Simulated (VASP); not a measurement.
# Be2CdS (P6/mmm) in VASP: notebook

The runs below take Be2CdS through single point, relaxation of cell and atoms, with PBE.

Program: VASP 6.6.1. These are calculated values, not measurements. Logs are shortened: lines on timing, memory, paths and dates and some standing lists are left out, and cuts for length are marked.

**1. The cell of the first run**

The structure is hexagonal, space group P6/mmm (No. 191). Conventional cell: a = 3.438 Å, b = 3.438 Å, c = 5.987 Å, α = 90.00°, β = 90.00°, γ = 120.00°. Within 2.6 Å of Be (site symmetry -6m2) lie 3 Be at 1.98 Å and 3 Cd at 1.98 Å. Cd (site symmetry 6/mmm) has 6 Be at 1.98 Å within 2.6 Å. Within 3.9 Å of S (site symmetry 6/mmm) lie 2 Cd at 2.99 Å and 6 S at 3.44 Å and 12 Be at 3.59 Å.

**2. Single point, PBE**

File INCAR:

```
PREC     = Accurate       # precision mode
ENCUT    = 520            # plane-wave cutoff, eV
EDIFF    = 1E-7           # SCF threshold, eV
ISMEAR   = 0              # smearing method
SIGMA    = 0.1            # smearing width, eV
LREAL    = F              # projectors in reciprocal space
LASPH    = T              # aspherical terms in the spheres
NELM     = 80             # most SCF steps
ALGO     = Normal         # electronic algorithm
ISIF     = 2              # what is computed and relaxed
LWAVE    = F              # write WAVECAR
LCHARG   = T              # write CHGCAR
GGA      = PE             # functional
LELF     = T              # ELF
LVHAR    = T            
NBANDS   = 19             # bands
```

File KPOINTS:

```
regular mesh
0
Gamma
  6 6 4
```

File POSCAR:

```
Be2CdS
1.0
    3.4377615000      0.0000000000      0.0000000000
   -1.7188807500      2.9771887900      0.0000000000
    0.0000000000      0.0000000000      5.9865043800
Be Cd S
2 1 1
Direct
    0.3333333300      0.6666666700      0.0000000000
    0.6666666700      0.3333333300      0.0000000000
    0.0000000000      0.0000000000      0.0000000000
    0.0000000000      0.0000000000      0.5000000000
```

Potentials or basis: VASP PAW PBE potentials, release 64 (Be, Cd, S).

Command:

```bash
> cat potpaw_PBE.64/Be/POTCAR potpaw_PBE.64/Cd/POTCAR potpaw_PBE.64/S/POTCAR > POTCAR
> mpirun -np 1 vasp_std > vasp.out
```

OUTCAR:

```text
PREC = Accurate
   ENCUT = 520
   EDIFF = 1E-7
   ISMEAR = 0
   LREAL = F
   LASPH = T
   NELM = 80
   ISIF = 2
   GGA = PE

 ion  position               nearest neighbor table
   1  0.333  0.667  0.000-   2 1.98   3 1.98   2 1.98   3 1.98   3 1.98   2 1.98
   2  0.667  0.333  0.000-   1 1.98   3 1.98   1 1.98   3 1.98   3 1.98   1 1.98
   3  0.000  0.000  0.000-   1 1.98   2 1.98   1 1.98   2 1.98   2 1.98   1 1.98   4 2.99   4 2.99

   4  0.000  0.000  0.500-   3 2.99   3 2.99

  LATTYP: Found a hexagonal cell.
 ALAT       =     3.4377615000
 C/A-ratio  =     1.7413960742

  Lattice vectors:

 A1 = (   3.4377615000,   0.0000000000,   0.0000000000)
 A2 = (  -1.7188807500,   2.9771887900,   0.0000000000)
 A3 = (   0.0000000000,   0.0000000000,   5.9865043800)

Analysis of symmetry for initial positions (statically):
=====================================================================
 Subroutine PRICEL returns:
 Original cell was already a primitive cell.

 Routine SETGRP: Setting up the symmetry group for a
 hexagonal supercell.

 Subroutine GETGRP returns: Found 24 space group operations
 (whereof 24 operations were pure point group operations)
 out of a pool of 24 trial point group operations.

The static configuration has the point symmetry D_6h.

Analysis of symmetry for dynamics (positions and initial velocities):
=====================================================================
 Subroutine PRICEL returns:
 Original cell was already a primitive cell.

 Routine SETGRP: Setting up the symmetry group for a
 hexagonal supercell.

 Subroutine GETGRP returns: Found 24 space group operations
 (whereof 24 operations were pure point group operations)
 out of a pool of 24 trial point group operations.

The dynamic configuration has the point symmetry D_6h.

 Subroutine INISYM returns: Found 24 space group operations
 (whereof 24 operations are pure point group operations),
 and found     1 'primitive' translations

----------------------------------------------------------------------------------------

                                     Primitive cell

  volume of cell :      61.2711

  direct lattice vectors                    reciprocal lattice vectors
     3.437761500  0.000000000  0.000000000     0.290886962  0.167943666  0.000000000
    -1.718880750  2.977188790  0.000000000     0.000000000  0.335887332  0.000000000
     0.000000000  0.000000000  5.986504380     0.000000000  0.000000000  0.167042390

  length of vectors
     3.437761500  3.437761499  5.986504380     0.335887332  0.335887332  0.167042390

  position of ions in fractional coordinates (direct lattice)
     0.333333330  0.666666670  0.000000000
     0.666666670  0.333333330  0.000000000
     0.000000000  0.000000000  0.000000000
     0.000000000  0.000000000  0.500000000

  ion indices of the primitive-cell ions
   primitive index   ion index
                 1           1
                 2           2
                 3           3
                 4           4

----------------------------------------------------------------------------------------

 KPOINTS: regular mesh

Automatic generation of k-mesh.
 Grid dimensions read from file:
 generate k-points for:    6    6    4

 Generating k-lattice:

  Cartesian coordinates                     Fractional coordinates (reciprocal lattice)
     0.048481160  0.027990611  0.000000000     0.166666667  0.000000000  0.000000000
     0.000000000  0.055981222  0.000000000     0.000000000  0.166666667  0.000000000
     0.000000000  0.000000000  0.041760598     0.000000000  0.000000000  0.250000000

  Length of vectors
     0.055981222  0.055981222  0.041760598

  Shift w.r.t. Gamma in fractional coordinates (k-lattice)
     0.000000000  0.000000000  0.000000000

 Subroutine IBZKPT returns following result:
 ===========================================

 Found     21 irreducible k-points:

 Following reciprocal coordinates:
            Coordinates               Weight
  0.000000  0.000000  0.000000      1.000000
  0.166667  0.000000  0.000000      6.000000
  0.333333 -0.000000  0.000000      6.000000
  0.500000  0.000000  0.000000      3.000000
  0.166667  0.166667  0.000000      6.000000
  0.333333  0.166667  0.000000     12.000000
[... 13 lines left out ...]
  0.333333  0.166667  0.500000     12.000000
  0.333333  0.333333  0.500000      2.000000
   k-points           NKPTS =     21   k-points in BZ     NKDIM =     21   number of bands    NBANDS=     19
   number of dos      NEDOS =    301   number of ions     NIONS =      4
   total plane-waves  NPLWV =  37632
   dimension x,y,z NGX =    28 NGY =   28 NGZ =   48
   dimension x,y,z NGXF=    56 NGYF=   56 NGZF=   96
   ions per type =               2   1   1
   NGX,Y,Z   is equivalent  to a cutoff of  13.54, 13.54, 13.33 a.u.
   NGXF,Y,Z  is equivalent  to a cutoff of  27.08, 27.08, 26.66 a.u.
 SYSTEM =  unknown system
   PREC   = accura    normal or accurate (medium, high low for compatibility)
   ISTART =      0    job   : 0-new  1-cont  2-samecut
   ICHARG =      2    charge: 1-file 2-atom 10-const
   ISPIN  =      1    spin polarized calculation?
   LNONCOLLINEAR =      F non collinear calculations
   LSORBIT =      F    spin-orbit coupling
   LASPH  =      T    aspherical Exc in radial PAW
   ENCUT  =  520.0 eV  38.22 Ry    6.18 a.u.   6.39  6.39 11.13*2*pi/ulx,y,z
   NELM   =     80;   NELMIN=  2; NELMDL= -5     # of ELM steps
   EDIFF  = 0.1E-06   stopping-criterion for ELM
   LREAL  =      F    real-space projection
   EDIFFG = 0.1E-05   stopping-criterion for IOM
   NSW    =      0    number of steps for IOM
   IBRION =     -1    ionic relax: 0-MD 1-quasi-New 2-CG
   NFREE  =      0    steps in history (QN), initial steepest desc. (CG)
   ISIF   =      2    stress and relaxation
   ISYM   =      2    0-nonsym 1-usesym 2-fastsym
   POTIM  = 0.5000    time-step for ionic-motion
   TEBEG  =    0.0;   TEEND  =   0.0 temperature during run
   PSTRESS=    0.0 pullay stress
   NELECT =      22.0000    total number of electrons
   NUPDOWN=      -1.0000    fix difference up-down
   EMIN   =  10.00;   EMAX   =-10.00  energy-range for DOS
   EFERMI =   0.00;   METHOD = LEGACY
   ISMEAR =     0;   SIGMA  =   0.10  broadening in eV -4-tet -1-fermi 0-gaus
   EFERMI_NEDOS =   21; number of points for ismear=-14 and -15
   IALGO  =     38    algorithm
   IMIX   =      4    mixing-type and parameters
     AMIX     =   0.40;   BMIX     =  1.00
     AMIX_MAG =   1.60;   BMIX_MAG =  1.00
  volume/ion in A,a.u.               =      15.32       103.37
  Fermi-wavevector in a.u.,A,eV,Ry     =   1.163583  2.198852 18.421263  1.353925
  Thomas-Fermi vector in A             =   2.300131
   LORBIT       =      0    0 simple, 1 ext, 2 COOP (PROOUT), +10 PAW based schemes
   GGA     = PE    functional components
   LHFCALC =     F    Hartree Fock is set to
   AEXX    =    0.0000 exact exchange contribution
   IVDW    =     0    specifies the selected vdW correction
   LEPSILON=     F    determine dielectric tensor
   LRPA    =     F    only Hartree local field effects (RPA)
 non-spin polarized calculation
 Gauss-broadening in eV      SIGMA  =   0.10
  energy-cutoff  :      520.00
  volume of cell :       61.27
 maximum number of plane-waves:      1668
 NGX is ok and might be reduce to    28
   NGX = 13   NGY = 13   NGZ = 23

 number of electron      22.0000005 magnetization

 Free energy of the ion-electron system (eV)
  ---------------------------------------------------
  ext. energy  EPLUGINS =         0.00000000
  ---------------------------------------------------
  free energy    TOTEN  =        -4.36953977 eV

  energy without entropy =       -4.35740362  energy(sigma->0) =       -4.36347169

 E-fermi :   2.9917     XC(G=0):  -9.8783

 val. band max:        2.9688667082   @ k =   0.1667   0.1667   0.5000
 cond. band min:       3.0239282506   @ k =   0.5000   0.0000   0.5000
 fundamental gap:      0.0550615424
 Fermi energy:         2.9916836853

 k-point     1 :       0.0000    0.0000    0.0000
  band No.  band energies     occupation
      1      -9.1724      2.00000
      2      -8.4141      2.00000
      3      -8.4141      2.00000
      4      -7.9331      2.00000
      5      -6.5374      2.00000
      6      -6.5374      2.00000
[... 11 lines left out ...]
     18      13.7178      0.00000
     19      14.0481      0.00000

 k-point     2 :       0.1667    0.0000    0.0000
  band No.  band energies     occupation
      1      -8.9566      2.00000
      2      -8.3331      2.00000
      3      -8.1797      2.00000
      4      -7.7237      2.00000
      5      -6.6886      2.00000
      6      -6.5589      2.00000
[... 11 lines left out ...]
     18      13.3511      0.00000
     19      13.8098      0.00000

 k-point     3 :       0.3333   -0.0000    0.0000
  band No.  band energies     occupation
      1      -8.4821      2.00000
      2      -8.2426      2.00000
      3      -7.6443      2.00000
      4      -7.1392      2.00000
      5      -6.9466      2.00000
      6      -6.6017      2.00000
[... 11 lines left out ...]
     18      13.7649      0.00000
     19      14.2177      0.00000

 k-point     4 :       0.5000    0.0000    0.0000
  band No.  band energies     occupation
      1      -8.2410      2.00000
      2      -8.1883      2.00000
      3      -7.3303      2.00000
      4      -7.0591      2.00000
      5      -6.7674      2.00000
      6      -6.6229      2.00000
[... 341 lines left out ...]
     18      13.4304      0.00000
     19      14.0955      0.00000

 k-point    20 :       0.3333    0.1667    0.5000
  band No.  band energies     occupation
      1      -8.0800      2.00000
      2      -7.9998      2.00000
      3      -7.5093      2.00000
      4      -6.9931      2.00000
      5      -6.9819      2.00000
      6      -6.7005      2.00000
[... 11 lines left out ...]
     18      13.3472      0.00000
     19      14.2112      0.00000

 k-point    21 :       0.3333    0.3333    0.5000
  band No.  band energies     occupation
      1      -7.9302      2.00000
      2      -7.5761      2.00000
      3      -7.5761      2.00000
      4      -7.0772      2.00000
      5      -6.8861      2.00000
      6      -6.8861      2.00000
[... 11 lines left out ...]
     18      14.2106      0.00000
     19      15.3577      0.00000

------------------------ aborting loop because EDIFF is reached ----------------------------------------

  FORCE on cell =-STRESS in cart. coord.  units (eV):
  Direction    XX          YY          ZZ          XY          YZ          ZX
  --------------------------------------------------------------------------------------
  -------------------------------------------------------------------------------------
  Total       26.8529187     26.8529187     -2.0960098      0.0000000      0.0000000      0.0000000
  in kB      702.1770920    702.1770914    -54.8085704      0.0000000      0.0000000      0.0000000
  external PRESSURE =     449.8485376 kB  Pullay stress =       0.0000000 kB

 VOLUME and BASIS-vectors are now :
 -----------------------------------------------------------------------------
  energy-cutoff  :      520.00
  volume of cell :       61.27
      direct lattice vectors                 reciprocal lattice vectors
     3.437761500  0.000000000  0.000000000     0.290886962  0.167943666  0.000000000
    -1.718880750  2.977188790  0.000000000     0.000000000  0.335887332  0.000000000
     0.000000000  0.000000000  5.986504380     0.000000000  0.000000000  0.167042390

 POSITION                                       TOTAL-FORCE (eV/Angst)
 -----------------------------------------------------------------------------------
     -0.00000      1.98479      0.00000        -0.000000      0.000000      0.000000
      1.71888      0.99240      0.00000         0.000000     -0.000000      0.000000
      0.00000      0.00000      0.00000         0.000000      0.000000      0.000000
      0.00000      0.00000      2.99325         0.000000      0.000000      0.000000
 -----------------------------------------------------------------------------------
    total drift:                               -0.000000     -0.000000     -0.000000

  FREE ENERGIE OF THE ION-ELECTRON SYSTEM (eV)
  ---------------------------------------------------
  free  energy   TOTEN  =        -4.3695397670 eV

  energy  without entropy=       -4.3574036176  energy(sigma->0) =       -4.36347169
```

Run time: 14 s. Hardware: 1 thread of Intel Xeon 6975P-C (Granite Rapids), shared host; peak memory 0.19 GiB.

What came out:

| Quantity | Value |
| --- | --- |
| Free energy | -4.3695 eV |
| Pressure | 45.0 GPa |
| Band gap on the k mesh | zero (band 11 reaches 4.50 eV, above the bottom of band 12 at 1.45 eV) |

Levels at points of the mesh, in eV from the Fermi level:
| k point | band 9 | band 10 | band 11 | band 12 | band 13 | band 14 |
| --- | --- | --- | --- | --- | --- | --- |
| (0.00, 0.00, 0.00) | 0.80 | 0.80 | 1.25 | 5.10 | 5.10 | 5.34 |
| (0.50, 0.00, 0.00) | -2.39 | -2.10 | -1.49 | 0.21 | 2.39 | 4.15 |
| (0.00, 0.00, 0.50) | -0.89 | 0.86 | 0.86 | 5.12 | 5.12 | 5.15 |
| (0.50, 0.00, 0.50) | -2.91 | -1.37 | -0.02 | 0.03 | 2.42 | 3.63 |

**3. Single point, PBE**

This run uses another cell than the first one, of 19.79 Å³/atom, 1.292 times its volume.

File INCAR:

```
SYSTEM = Be2CdS
PREC = Accurate
ENCUT = 520
EDIFF = 1E-6
ISMEAR = 0
SIGMA = 0.1
LREAL = .False.
LASPH = .True.
NELM = 60
ALGO = Normal
ISIF = 2
LWAVE = .False.
LCHARG = .True.
GGA = PE
LELF = .True.
LVHAR = .True.
NBANDS = 19
```

File KPOINTS:

```
regular mesh
0
Gamma
  6 6 4
  0 0 0
```

File POSCAR:

```
Be2CdS
1.0
    4.2101231492      0.0000000000      0.0000000000
   -2.1050615746      3.6460736003      0.0000000000
    0.0000000000      0.0000000000      5.1570253110
Be Cd S
2 1 1
Direct
    0.3333333333      0.6666666667      0.0000000000
    0.6666666667      0.3333333333      0.0000000000
    0.0000000000      0.0000000000      0.0000000000
    0.0000000000      0.0000000000      0.5000000000
```

Potentials or basis: VASP PAW PBE potentials, release 64 (Be, Cd, S).

Command:

```bash
> cat potpaw_PBE.64/Be/POTCAR potpaw_PBE.64/Cd/POTCAR potpaw_PBE.64/S/POTCAR > POTCAR
> mpirun -np 1 vasp_std > vasp.out
```

Wall time 11 s (1 thread of Intel Xeon 6975P-C (Granite Rapids), shared host); peak memory 0.2 GiB.

Results (log left out):

| Item | Value |
| --- | --- |
| Free energy | -9.3078 eV |
| Pressure | 0.2 GPa |
| Band gap on the k mesh | zero (band 11 reaches 3.91 eV, above the bottom of band 12 at 1.20 eV) |

Levels at points of the mesh, in eV from the Fermi level:
```csv
k point,band 9,band 10,band 11,band 12,band 13,band 14
"(0.00, 0.00, 0.00)",-0.71,-0.71,2.31,2.31,2.69,3.44
"(0.50, 0.00, 0.00)",-2.78,-1.91,-0.73,0.43,2.39,3.23
"(0.00, 0.00, 0.50)",-0.25,0.38,0.57,2.40,2.40,2.54
"(0.50, 0.00, 0.50)",-1.99,-1.12,-0.58,0.85,2.98,3.98
```

**4. Relaxation of cell and atoms, PBE**

File INCAR:

```
SYSTEM = Be2CdS
PREC = Accurate
ENCUT = 600
EDIFF = 1E-6
ISMEAR = 0
SIGMA = 0.1
LREAL = .FALSE.
LASPH = .TRUE.
NELM = 80
ALGO = Normal
ISIF = 3
LWAVE = .FALSE.
LCHARG = .FALSE.
GGA = PE
IBRION = 2
NSW = 90
EDIFFG = -0.04
```

File KPOINTS:

```
regular mesh
0
G
  6 6 4
  0 0 0
```

File POSCAR:

```
Be2CdS
1.0
    3.4377615000      0.0000000000      0.0000000000
   -1.7188807500      2.9771887900      0.0000000000
    0.0000000000      0.0000000000      5.9865043800
Be Cd S
2 1 1
Direct
    0.3333333300      0.6666666700      0.0000000000
    0.6666666700      0.3333333300      0.0000000000
    0.0000000000      0.0000000000      0.0000000000
    0.0000000000      0.0000000000      0.5000000000
```

Command:

```bash
> cat potpaw_PBE.64/Be/POTCAR potpaw_PBE.64/Cd/POTCAR potpaw_PBE.64/S/POTCAR > POTCAR
> mpirun -np 1 vasp_std > vasp.out
```

Wall time 84 s (1 thread of Intel Xeon 6975P-C (Granite Rapids), shared host); peak memory 0.2 GiB.

Results (log left out):

```
Free energy                            : -9.2986 eV
Relaxed volume                         : 19.78 Å³/atom
Relaxed cell                           : a = 4.210 Å, b = 4.210 Å, c = 5.156 Å, α = 90.00°, β = 90.00°, γ = 120.00°
Space group after relaxing (to 0.05 Å) : P6/mmm (No. 191)
Energy gained by relaxing              : 1232.3 meV/atom
Ionic steps                            : 12
Pressure after relaxing                : 0.1 GPa
Band gap on the k mesh                 : zero (band 11 reaches 3.91 eV, above the bottom of band 12 at 1.20 eV)
```

Stress tensor (GPa, compression positive):
```
0.03 0.00 0.00
0.00 0.03 0.00
0.00 0.00 0.25
```

The path:
```tsv
step	energy change (eV)	largest force (eV/Å)	pressure (GPa)	volume (Å³)
1	0.0000	0.0000	44.96	61.27
2	-4.0687	0.0000	-8.07	104.63
3	-4.4602	0.0000	-2.38	87.86
4	-4.4711	0.0000	-3.77	90.45
5	-4.4717	0.0000	-3.46	89.82
6	-4.7790	0.0000	-2.79	84.92
7	-3.8378	0.0000	13.08	70.38
8	-4.8949	0.0000	-1.78	82.18
9	-4.9242	0.0000	-0.03	79.40
10	-4.9274	0.0000	-0.55	80.14
11	-4.9274	0.0000	-0.44	79.94
12	-4.9291	0.0000	0.10	79.14
```

Final structure:
```yaml
crystal:
  lattice:
    - [4.20987, 0.00000, 0.00000]
    - [-2.10494, 3.64586, 0.00000]
    - [0.00000, 0.00000, 5.15609]
  atoms:
    - { symbol: Be, position: [0.33333, 0.66667, 0.00000] }
    - { symbol: Be, position: [0.66667, 0.33333, 0.00000] }
    - { symbol: Cd, position: [0.00000, 0.00000, 0.00000] }
    - { symbol: S, position: [0.00000, 0.00000, 0.50000] }
```

Levels at points of the mesh, in eV from the Fermi level:
```csv
k point,band 9,band 10,band 11,band 12,band 13,band 14
"(0.00, 0.00, 0.00)",-0.71,-0.71,2.32,2.32,2.69,3.44
"(0.50, 0.00, 0.00)",-2.79,-1.91,-0.73,0.43,2.39,3.23
"(0.00, 0.00, 0.50)",-0.25,0.38,0.57,2.40,2.40,2.54
"(0.50, 0.00, 0.50)",-1.99,-1.12,-0.58,0.85,2.98,3.98
```

Caveat: the volume moved by over 15 % at a fixed basis, so the end points are rough.

**5. The runs side by side**

```tsv
task	cell	cutoff (eV)	gap on the mesh (eV)	pressure (GPa)
single point	a = 3.438, b = 3.438, c = 5.987 Å, angles 90.0, 90.0, 120.0°, 4 atoms	520	none	45.0
single point	a = 4.210, b = 4.210, c = 5.157 Å, angles 90.0, 90.0, 120.0°, 4 atoms	520	none	0.2
relaxation of cell and atoms	relaxed from a = 3.438, b = 3.438, c = 5.987 Å, angles 90.0, 90.0, 120.0°, 4 atoms	600	none	0.1
```

Alike in all rows: level PBE; potentials or basis VASP PAW PBE potentials, release 64 (Be, Cd, S); no spin polarisation; k mesh 6 × 6 × 4; smearing gaussian 0.1 eV.

Caveats: the volume moved by over 15 % at a fixed basis, so the end points are rough (some runs).

Total energies depend on the potentials used, so only differences within one code and one set of settings carry meaning.
